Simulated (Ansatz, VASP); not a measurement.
## SrW2: VASP beside Ansatz

```
CELL_PARAMETERS angstrom
-1.99628 1.99628 4.05328
1.99628 -1.99628 4.05328
1.99628 1.99628 -4.05328
ATOMIC_POSITIONS crystal
Sr 0.00000 0.00000 0.00000
W 0.65997 0.65997 0.00000
W 0.34003 0.34003 0.00000
```

Alike in both runs: functional PBE; k mesh 6 × 6 × 6; occupations gaussian, width 0.1 eV; no spin polarisation.

Ansatz relaxed the structure, and its values are those at the end. VASP's run is a single point on that final structure, the one shown.

```csv
,VASP,Ansatz
version,VASP 6.6.1,Ansatz 0.2.0
potentials or method,"VASP PAW PBE potentials, release 64 (Sr_sv, W_sv), cutoff 520 eV","scalar-relativistic, plane waves, PAW"
valence electrons in the cell,38,38
```

VASP gave:

* gap on the k mesh at the Fermi level (eV): none
* pressure (GPa): 0.5
* rms of the force components (eV/Å): 0.006

Problem. Estimate Ansatz's values.

Solution. gap on the k mesh at the Fermi level (eV): none; pressure (GPa): 0.0; rms of the force components (eV/Å): 0.001.

A gap of «none» marks a metal or a gap that the smearing closes. The functional is the same, so the differences come from potentials, cutoffs and numerics.

The k mesh is coarse, so the values compare programs but aren't converged. Neither program's run includes spin-orbit coupling.
